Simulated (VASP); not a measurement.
A run of VASP 6.6.1 is set up as follows.

The input INCAR:

```
ALGO = Normal
EDIFF = 1E-6
ENCUT = 520
GGA = PE
ISIF = 2
ISMEAR = -1
LASPH = T
LCHARG = T
LELF = T
LREAL = F
LVHAR = T
LWAVE = F
NBANDS = 11
NELM = 100
PREC = Accurate
SIGMA = 0.03
```

The input KPOINTS:

```
k-points
0
Gamma
  15 15 15
```

Contents of POSCAR:

```
BAs
1.0
    0.0000000000      2.3724693156      2.3724693156
    2.3724693156      0.0000000000      2.3724693156
    2.3724693156      2.3724693156      0.0000000000
B As
1 1
Direct
    0.0000000000      0.0000000000      0.0000000000
    0.7500000000      0.7500000000      0.7500000000
```

Potentials or basis: VASP PAW PBE potentials, release 64 (B, As).

Command:

```sh
$ cat potpaw_PBE.64/B/POTCAR potpaw_PBE.64/As/POTCAR > POTCAR
$ mpirun -np 1 vasp_std > vasp.out
```

**Question.** What does it give for the band gap on the k mesh?

**Answer.** 1.15 eV, indirect (least direct gap 3.30 eV).

**Question.** What does it give for the pressure?

**Answer.** 6.5 GPa.

 A k mesh can miss the band edges.
